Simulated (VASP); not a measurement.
# SiC (P2_1) in VASP: single point with HSE06

Aim: the single point of SiC with HSE06.

All numbers are computed with VASP 6.6.1; they aren't measurements. Logs are shortened: lines on timing, memory, paths and dates and some standing lists are left out, and cuts for length are marked.

## 1. The cell of the first run

Symmetry: P2_1, No. 4, monoclinic system. Conventional cell: a = 3.023 Å, b = 5.048 Å, c = 3.076 Å, α = 90.00°, β = 118.29°, γ = 90.00°. Si (site symmetry 1) has 4 C at 1.87 to 1.90 Å within 2.5 Å. Within 2.5 Å of C (site symmetry 1) lie 4 Si at 1.87 to 1.90 Å.

## 2. Single point, HSE06 (shear xy strain +4.0%)

POSCAR reads:

```
SiC
1.0
    3.0753564236      0.0607382894      0.0000000000
   -1.4850773102      2.6329676438      0.0000000000
    0.0000000000      0.0000000000      5.0481087552
Si C
2 2
Direct
    0.3327138883      0.6665824148      0.4996034043
    0.6672861117      0.3334175852      0.9996034043
    0.3280768777      0.6671258015      0.8753965957
    0.6719231223      0.3328741985      0.3753965957
```

INCAR.step1 reads:

```
PREC = Accurate ; ENCUT = 520
EDIFF = 1E-5 ; ISMEAR = 0
SIGMA = 0.01 ; LREAL = False
LASPH = True ; NELM = 80
ALGO = Normal ; ISIF = 2
LWAVE = True ; LCHARG = False
NBANDS = 16 ; GGA = PE
KPAR = 4
```

INCAR.step2 reads:

```
PREC = Accurate ; ENCUT = 520
EDIFF = 1E-6 ; ISMEAR = 0
SIGMA = 0.01 ; LREAL = False
LASPH = True ; NELM = 80
ALGO = Normal ; ISIF = 2
LWAVE = False ; LCHARG = False
GGA = PE ; LHFCALC = True
HFSCREEN = 0.2079 ; PRECFOCK = Normal
NBANDS = 16 ; ISTART = 1
KPAR = 4
```

KPOINTS reads:

```
regular mesh
0
Gamma
  6 6 4
```

Potentials or basis: VASP PAW PBE potentials, release 64 (Si, C).

Run with:

```sh
$ cat potpaw_PBE.64/Si/POTCAR potpaw_PBE.64/C/POTCAR > POTCAR
$ cp INCAR.step1 INCAR
$ mpirun -np 4 vasp_std > vasp.out
$ cp INCAR.step2 INCAR
$ mpirun -np 4 vasp_std > vasp.out
```

OUTCAR:

```text
PREC = Accurate
   ENCUT = 520
   EDIFF = 1E-6
   ISMEAR = 0
   LREAL = False
   LASPH = True
   NELM = 80
   ISIF = 2
   GGA = PE
   LHFCALC = True
   HFSCREEN = 0.2079
   PRECFOCK = Normal
   ISTART = 1

 ion  position               nearest neighbor table
   1  0.333  0.667  0.500-   4 1.87   4 1.88   4 1.90   3 1.90   2 3.07   2 3.07   2 3.09   2 3.09
                             2 3.10   2 3.10
   2  0.667  0.333  1.000-   3 1.87   3 1.88   3 1.90   4 1.90   1 3.07   1 3.07   1 3.09   1 3.09
                             1 3.10   1 3.10
   3  0.328  0.667  0.875-   2 1.87   2 1.88   2 1.90   1 1.90
   4  0.672  0.333  0.375-   1 1.87   1 1.88   1 1.90   2 1.90

  Warning from LATTYP: Monoclinic adjustment (A1->A3, A2->A1, A3->A2)!
  LATTYP: Found a simple monoclinic cell.
 ALAT       =     3.0229080751
 B/A-ratio  =     1.6699511298
 C/A-ratio  =     1.0175486913
 COS(beta)  =    -0.4739796086

  Lattice vectors:

 A1 = (  -1.4850773102,   2.6329676438,   0.0000000000)
 A2 = (   0.0000000000,   0.0000000000,   5.0481087552)
 A3 = (   3.0753564236,   0.0607382894,   0.0000000000)

Analysis of symmetry for initial positions (statically):
=====================================================================
 Subroutine PRICEL returns:
 Original cell was already a primitive cell.

 Routine SETGRP: Setting up the symmetry group for a
 simple monoclinic supercell.

 Subroutine GETGRP returns: Found  2 space group operations
 (whereof  1 operations were pure point group operations)
 out of a pool of  4 trial point group operations.

The static configuration has the point symmetry C_1 .
 The point group associated with its full space group is C_2 .

Analysis of symmetry for dynamics (positions and initial velocities):
=====================================================================
 Subroutine PRICEL returns:
 Original cell was already a primitive cell.

 Routine SETGRP: Setting up the symmetry group for a
 simple monoclinic supercell.

 Subroutine GETGRP returns: Found  2 space group operations
 (whereof  1 operations were pure point group operations)
 out of a pool of  4 trial point group operations.

The dynamic configuration has the point symmetry C_1 .
 The point group associated with its full space group is C_2 .

 Subroutine INISYM returns: Found  2 space group operations
 (whereof  1 operations are pure point group operations),
 and found     1 'primitive' translations

----------------------------------------------------------------------------------------

                                     Primitive cell

  volume of cell :      41.3315

  direct lattice vectors                    reciprocal lattice vectors
     3.075356424  0.060738289  0.000000000     0.321583245  0.181383156  0.000000000
    -1.485077310  2.632967644  0.000000000    -0.007418403  0.375615363  0.000000000
     0.000000000  0.000000000  5.048108755     0.000000000  0.000000000  0.198093989

  length of vectors
     3.075956156  3.022908075  5.048108755     0.369209470  0.375688613  0.198093989

  position of ions in fractional coordinates (direct lattice)
     0.332713888  0.666582415  0.499603404
     0.667286112  0.333417585  0.999603404
     0.328076878  0.667125801  0.875396596
     0.671923122  0.332874199  0.375396596

  ion indices of the primitive-cell ions
   primitive index   ion index
                 1           1
                 2           2
                 3           3
                 4           4

----------------------------------------------------------------------------------------

 KPOINTS: regular mesh

Automatic generation of k-mesh.
 Grid dimensions read from file:
 generate k-points for:    6    6    4

 Generating k-lattice:

  Cartesian coordinates                     Fractional coordinates (reciprocal lattice)
     0.053597207  0.030230526  0.000000000     0.166666667  0.000000000  0.000000000
    -0.001236401  0.062602561  0.000000000     0.000000000  0.166666667  0.000000000
     0.000000000  0.000000000  0.049523497     0.000000000  0.000000000  0.250000000

  Length of vectors
     0.061534912  0.062614769  0.049523497

  Shift w.r.t. Gamma in fractional coordinates (k-lattice)
     0.000000000  0.000000000  0.000000000

 Subroutine IBZKPT returns following result:
 ===========================================

 Found     60 irreducible k-points:

 Following reciprocal coordinates:
            Coordinates               Weight
  0.000000  0.000000  0.000000      1.000000
  0.166667  0.000000  0.000000      2.000000
  0.333333  0.000000  0.000000      2.000000
  0.500000  0.000000  0.000000      1.000000
  0.000000  0.166667  0.000000      2.000000
  0.166667  0.166667  0.000000      2.000000
[... 16 lines left out ...]
  0.333333  0.000000  0.250000      4.000000
  0.500000  0.000000  0.250000      2.000000
 [... further k-points ...]
   k-points           NKPTS =     60   k-points in BZ     NKDIM =    144   number of bands    NBANDS=     16
   number of dos      NEDOS =    301   number of ions     NIONS =      4
   total plane-waves  NPLWV =  23040
   dimension x,y,z NGX =    24 NGY =   24 NGZ =   40
   dimension x,y,z NGXF=    48 NGYF=   48 NGZF=   80
   ions per type =               2   2
   NGX,Y,Z   is equivalent  to a cutoff of  12.97, 13.20, 13.17 a.u.
   NGXF,Y,Z  is equivalent  to a cutoff of  25.94, 26.40, 26.35 a.u.
 SYSTEM =  unknown system
   PREC   = accura    normal or accurate (medium, high low for compatibility)
   ISTART =      1    job   : 0-new  1-cont  2-samecut
   ICHARG =      0    charge: 1-file 2-atom 10-const
   ISPIN  =      1    spin polarized calculation?
   LNONCOLLINEAR =      F non collinear calculations
   LSORBIT =      F    spin-orbit coupling
   LASPH  =      T    aspherical Exc in radial PAW
   ENCUT  =  520.0 eV  38.22 Ry    6.18 a.u.   5.72  5.62  9.39*2*pi/ulx,y,z
   NELM   =     80;   NELMIN=  2; NELMDL=  0     # of ELM steps
   EDIFF  = 0.1E-05   stopping-criterion for ELM
   LREAL  =      F    real-space projection
   EDIFFG = 0.1E-04   stopping-criterion for IOM
   NSW    =      0    number of steps for IOM
   IBRION =     -1    ionic relax: 0-MD 1-quasi-New 2-CG
   NFREE  =      0    steps in history (QN), initial steepest desc. (CG)
   ISIF   =      2    stress and relaxation
   ISYM   =      3    0-nonsym 1-usesym 2-fastsym
   POTIM  = 0.5000    time-step for ionic-motion
   TEBEG  =    0.0;   TEEND  =   0.0 temperature during run
   PSTRESS=    0.0 pullay stress
   NELECT =      16.0000    total number of electrons
   NUPDOWN=      -1.0000    fix difference up-down
   EMIN   =  10.00;   EMAX   =-10.00  energy-range for DOS
   EFERMI =   0.00;   METHOD = LEGACY
   ISMEAR =     0;   SIGMA  =   0.01  broadening in eV -4-tet -1-fermi 0-gaus
   EFERMI_NEDOS =   21; number of points for ismear=-14 and -15
   IALGO  =     38    algorithm
   IMIX   =      1    mixing-type and parameters
     AMIX     =   0.40;   BMIX     =  1.00
     AMIX_MAG =   1.60;   BMIX_MAG =  1.00
  volume/ion in A,a.u.               =      10.33        69.73
  Fermi-wavevector in a.u.,A,eV,Ry     =   1.193130  2.254689 19.368710  1.423560
  Thomas-Fermi vector in A             =   2.329152
   LORBIT       =      0    0 simple, 1 ext, 2 COOP (PROOUT), +10 PAW based schemes
   GGA     = PE    functional components
   LHFCALC =     T    Hartree Fock is set to
   PRECFOCK=normal    Normal, Fast or Accurate (Low or Medium for compatibility)
   ENCUT4O =  -1.0   cutoff for four orbital integrals eV
   NKREDX  =     1    reduce k-point grid by
   NKREDY  =     1    reduce k-point grid by
   NKREDZ  =     1    reduce k-point grid by
   AEXX    =    0.2500 exact exchange contribution
   HFSCREEN=    0.2079 screening length (either q_TF or 0.3 A-1)
   HFSCREENC=   0.2079 screening length for correlation (either q_TF or 0.3 A-1)
   ENCUTFOCK=  -1.0 apply spherical cutoff to Coloumb kernel
   IVDW    =     0    specifies the selected vdW correction
   LEPSILON=     F    determine dielectric tensor
   LRPA    =     F    only Hartree local field effects (RPA)
 non-spin polarized calculation
 Gauss-broadening in eV      SIGMA  =   0.01
  energy-cutoff  :      520.00
  volume of cell :       41.33
 maximum number of plane-waves:      1124
  NGX = 18; NGY = 18; NGZ = 30

 number of electron      16.0000000 magnetization

 Free energy of the ion-electron system (eV)
  ---------------------------------------------------
  ext. energy  EPLUGINS =         0.00000000
  ---------------------------------------------------
  free energy    TOTEN  =       -34.78768971 eV

  energy without entropy =      -34.78768971  energy(sigma->0) =      -34.78768971

 E-fermi :   7.8950     XC(G=0):  -9.3541

 val. band max:        7.8524286705   @ k =   0.0000   0.0000   0.0000
 cond. band min:      10.8398596780   @ k =   0.3333   0.3333   0.0000
 fundamental gap:      2.9874310075
 Fermi energy:         7.8949503458

 k-point     1 :       0.0000    0.0000    0.0000
  band No.  band energies     occupation
      1      -9.5047      2.00000
      2      -5.6565      2.00000
      3      -1.8664      2.00000
      4       5.9923      2.00000
      5       6.4447      2.00000
      6       7.5146      2.00000
[... 8 lines left out ...]
     15      18.3399      0.00000
     16      20.0875      0.00000

 k-point     2 :       0.1667    0.0000    0.0000
  band No.  band energies     occupation
      1      -9.0023      2.00000
      2      -5.2373      2.00000
      3      -1.4058      2.00000
      4       3.6416      2.00000
      5       5.7141      2.00000
      6       5.8265      2.00000
[... 8 lines left out ...]
     15      18.4201      0.00000
     16      19.2942      0.00000

 k-point     3 :       0.3333    0.0000    0.0000
  band No.  band energies     occupation
      1      -7.5705      2.00000
      2      -4.2647      2.00000
      3      -0.6245      2.00000
      4       0.7934      2.00000
      5       2.7288      2.00000
      6       4.7618      2.00000
[... 8 lines left out ...]
     15      19.9457      0.00000
     16      21.2550      0.00000
[... 362 lines left out ...]
 k-point    23 :       0.3333    0.0000    0.2500
  band No.  band energies     occupation
      1      -7.2590      2.00000
      2      -5.0809      2.00000
      3      -0.3776      2.00000
      4       1.7312      2.00000
      5       2.2291      2.00000
      6       5.0076      2.00000
[... 8 lines left out ...]
     15      20.7511      0.00000
     16      21.1158      0.00000

 k-point    24 :       0.5000    0.0000    0.2500
  band No.  band energies     occupation
      1      -5.8041      2.00000
      2      -4.5128      2.00000
      3      -1.6511      2.00000
      4      -0.2945      2.00000
      5       3.0636      2.00000
      6       4.6288      2.00000
[... 8 lines left out ...]
     15      21.7165      0.00000
     16      22.3726      0.00000

 [... further k-points ...]

------------------------ aborting loop because EDIFF is reached ----------------------------------------

  FORCE on cell =-STRESS in cart. coord.  units (eV):
  Direction    XX          YY          ZZ          XY          YZ          ZX
  --------------------------------------------------------------------------------------
  -------------------------------------------------------------------------------------
  Total       -0.3887586     -0.2402999     -0.5048017     -2.1594642      0.0000000      0.0000000
  in kB      -15.0698790     -9.3150116    -19.5681872    -83.7096968      0.0000000      0.0000000
  external PRESSURE =     -14.6510260 kB  Pullay stress =       0.0000000 kB

 VOLUME and BASIS-vectors are now :
 -----------------------------------------------------------------------------
  energy-cutoff  :      520.00
  volume of cell :       41.33
      direct lattice vectors                 reciprocal lattice vectors
     3.075356424  0.060738289  0.000000000     0.321583245  0.181383156  0.000000000
    -1.485077310  2.632967644  0.000000000    -0.007418403  0.375615363  0.000000000
     0.000000000  0.000000000  5.048108755     0.000000000  0.000000000  0.198093989

 POSITION                                       TOTAL-FORCE (eV/Angst)
 -----------------------------------------------------------------------------------
      0.03329      1.77530      2.52205         0.000878      0.002996     -0.014375
      1.55699      0.91841      5.04611        -0.000878     -0.002996     -0.014375
      0.01822      1.77645      4.41910        -0.003759      0.000396      0.014375
      1.57206      0.91726      1.89504         0.003759     -0.000396      0.014375
 -----------------------------------------------------------------------------------
    total drift:                               -0.000000     -0.000000      0.000070

  FREE ENERGIE OF THE ION-ELECTRON SYSTEM (eV)
  ---------------------------------------------------
  free  energy   TOTEN  =       -34.7876897059 eV

  energy  without entropy=      -34.7876897059  energy(sigma->0) =      -34.78768971
```

Wall time 17 min (4 MPI ranks of AMD EPYC 7R43 (Zen 3), shared host); peak memory 0.26 GiB.

What came out:

```yaml
Free_energy: -34.7877 eV
Pressure: -1.5 GPa
Largest_force: 0.015 eV/Å
Band_gap_on_the_k_mesh: 2.99 eV (least direct gap 4.91 eV)
```

Forces on the atoms (eV/Å):
```
Si   0.001  0.003 -0.014
Si  -0.001 -0.003 -0.014
C   -0.004  0.000  0.014
C    0.004  0.000  0.014
```

Stress tensor (GPa, compression positive):
```
-1.51 -8.37  0.00
-8.37 -0.93  0.00
 0.00  0.00 -1.96
```

Levels at points of the mesh, in eV from the valence-band top:
```tsv
k point	band 5	band 6	band 7	band 8	band 9	band 10	band 11	band 12
(0.00, 0.00, 0.00)	-1.41	-0.34	-0.30	0.00	5.66	7.26	7.48	8.11
(0.50, 0.00, 0.00)	-6.21	-3.80	-3.47	-1.20	4.03	5.26	8.40	8.60
(0.00, 0.50, 0.00)	-6.11	-3.88	-3.65	-1.49	3.57	5.09	7.95	8.18
(0.50, 0.50, 0.00)	-6.02	-4.18	-3.60	-1.79	3.12	4.87	7.50	7.79
(0.00, 0.00, 0.50)	-1.17	-1.17	-0.76	-0.76	6.79	6.79	8.24	8.24
(0.50, 0.00, 0.50)	-2.78	-2.78	-2.52	-2.52	4.24	4.24	6.37	6.37
(0.00, 0.50, 0.50)	-2.88	-2.88	-2.70	-2.70	4.10	4.10	6.20	6.20
(0.50, 0.50, 0.50)	-3.19	-3.19	-2.68	-2.68	3.89	3.89	6.10	6.10
```

Caveat: the cell differs from its parent crystal (shear xy strain +4.0%); the PAW data sets were made with another functional, which shifts forces and pressure a little. A k mesh can miss the band edges.
